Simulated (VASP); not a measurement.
A run of VASP 6.6.1 is set up as follows.

Contents of INCAR:

```
SYSTEM = AgH12O6F
PREC     = Accurate       ! precision mode
ENCUT    = 520            ! plane-wave cutoff, eV
EDIFF    = 1E-7           ! SCF threshold, eV
ISMEAR   = -1             ! smearing method
SIGMA    = 0.05           ! smearing width, eV
LREAL    = Auto         
LASPH    = .TRUE.         ! aspherical terms in the spheres
NELM     = 100            ! most SCF steps
ALGO     = Normal         ! electronic algorithm
ISIF     = 2              ! what is computed and relaxed
LWAVE    = .FALSE.        ! write WAVECAR
LCHARG   = .FALSE.        ! write CHGCAR
GGA      = PE             ! functional
NBANDS   = 49             ! bands
```

KPOINTS

```
regular mesh
0
G
  1 1 1
  0 0 0
```

Contents of POSCAR:

```
AgH12O6F
1.0
    6.0731780000      0.0000000000      0.0000000000
    0.0000000000      6.0731780000      0.0000000000
    0.0000000000      0.0000000000      6.0731780000
O H Ag F
6 12 1 1
Direct
    0.1873813018      0.6623550306      0.0289469533
   -0.0173056018      0.7902452390      0.6235450369
    0.5606949113      0.6139454500      0.4157460888
   -0.0412469386      0.3650477559      0.4789090654
    0.7377356633      0.3478409492      0.8855330768
    0.2938659134      0.0931802098      0.4274862354
    0.1049697539      0.7270328648     -0.0973625341
    0.1172368075      0.5235315020      0.0524931099
    0.0748701915      0.8863234373      0.5365230527
    0.0147533960      0.6382655012      0.5666720126
    0.6839252859      0.7017083972      0.4774765370
    0.4396709598      0.7176308681      0.4106910748
   -0.1405524422      0.3607172390      0.3503108257
    0.0900846311      0.2717193535      0.4367565054
    0.7948886069      0.3203923876      0.7370440978
    0.6736012019      0.2110756510      0.9472141274
    0.3942581627      0.0804685784      0.2949361932
    0.3819581774      0.1564913790      0.5421214395
    0.6169422335      0.6757088299      0.9932690924
    0.5714800390      0.0207140314      1.0995561138
```

Potentials or basis: VASP PAW PBE potentials, release 64 (O, H, Ag, F).

Launch:

```bash
$ cat potpaw_PBE.64/O/POTCAR potpaw_PBE.64/H/POTCAR potpaw_PBE.64/Ag/POTCAR potpaw_PBE.64/F/POTCAR > POTCAR
$ mpirun -np 1 vasp_gam > vasp.out
```

Estimate the largest force.

1.125 eV/Å.

Predict the band gap on the k mesh.

2.82 eV.

Forces in eV/Å, atoms in the order of the input:
```
O    0.280  0.983 -0.381
O   -0.290 -1.051  0.277
O    0.701  0.171  0.218
O    0.007 -0.195 -0.778
O    0.153  0.346 -0.076
O   -0.226 -0.302 -0.679
H    0.191 -0.064  0.137
H   -0.426 -0.866  0.103
H    0.474  0.570 -0.332
H   -0.312  0.455  0.141
H   -0.261 -0.209 -0.044
H   -0.271  0.174 -0.078
H    0.255  0.048  0.530
H   -0.391  0.067  0.148
H    0.116  0.166 -0.077
H   -0.252 -0.410  0.427
H    0.022 -0.138 -0.089
H    0.554  0.293  0.562
Ag  -0.201 -0.178  0.016
F   -0.121  0.139 -0.026
```

Caveat: the k points lie up to 1.03 Å⁻¹ apart.
